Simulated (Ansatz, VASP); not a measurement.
One calculation of KCl, two programs

```
K Cl
1.0
     0.00000    3.14647    3.14647
     3.14647    0.00000    3.14647
     3.14647    3.14647    0.00000
K Cl
1 1
Direct
  0.00000 0.00000 0.00000
  0.50000 0.50000 0.50000
```

Alike in both runs: task single point; functional RPBE; k mesh 7 × 7 × 7; occupations gaussian, width 0.1 eV; no spin polarisation.

|  | VASP | Ansatz |
| --- | --- | --- |
| version | VASP 6.6.1 | Ansatz 0.2.0 |
| potentials or method | VASP PAW PBE potentials, release 64 (K_sv, Cl), cutoff 520 eV | all-electron LAPW, scalar-relativistic |

|  | VASP | Ansatz | Ansatz less VASP |
| --- | --- | --- | --- |
| gap on the k mesh at the Fermi level (eV) | 5.54 | 5.54 | -0.003 |
| least direct gap on the mesh (eV) | 5.54 | 5.54 | -0.003 |
| pressure (GPa) | 2.4 | 2.4 | -0.02 |

VASP's potentials were made for PBE, not for RPBE. Ansatz ran all-electron here, and VASP with PAW potentials.
